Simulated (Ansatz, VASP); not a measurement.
# N: VASP beside Ansatz

```
CELL_PARAMETERS angstrom
5.56052 0.00000 0.00000
0.00000 5.56052 0.00000
0.00000 0.00000 5.56052
ATOMIC_POSITIONS crystal
N 0.05740 0.44260 0.55740
N 0.44260 0.55740 0.05740
N 0.55740 0.05740 0.44260
N 0.94260 0.94260 0.94260
N 0.94260 0.55740 0.44260
N 0.55740 0.44260 0.94260
N 0.44260 0.94260 0.55740
N 0.05740 0.05740 0.05740
```

Alike in both runs: functional r2SCAN; k mesh 5 × 5 × 5; occupations fermi-dirac, width 0.05 eV; no spin polarisation.

|  | VASP | Ansatz |
| --- | --- | --- |
| version | VASP 6.6.1 | Ansatz 0.2.0 |
| potentials or method | VASP PAW PBE potentials, release 64 (N) | Ansatz PAW |
| plane-wave cutoff (eV) | 520 | 500 |
| valence electrons in the cell | 40 | 40 |
| task | single point | band structure |

VASP gave:

* gap on the k mesh at the Fermi level (eV): 7.91
* least direct gap on the mesh (eV): 7.94
* pressure (GPa): 0.1
* rms of the force components (eV/Å): 0.087

Question: Which values does Ansatz return?

Answer: gap on the k mesh at the Fermi level (eV): 7.94; least direct gap on the mesh (eV): 7.97; pressure (GPa): -2.3; rms of the force components (eV/Å): 1.059.

VASP's potentials were made for PBE, not for r2SCAN. Atom by atom the forces differ by 1.146 eV/Å (rms over components). One of these differences is far larger than is usual between the two programs; its cause wasn't traced.

Noted on VASP's run: the standard files for N, O and F lose accuracy on very short bonds.
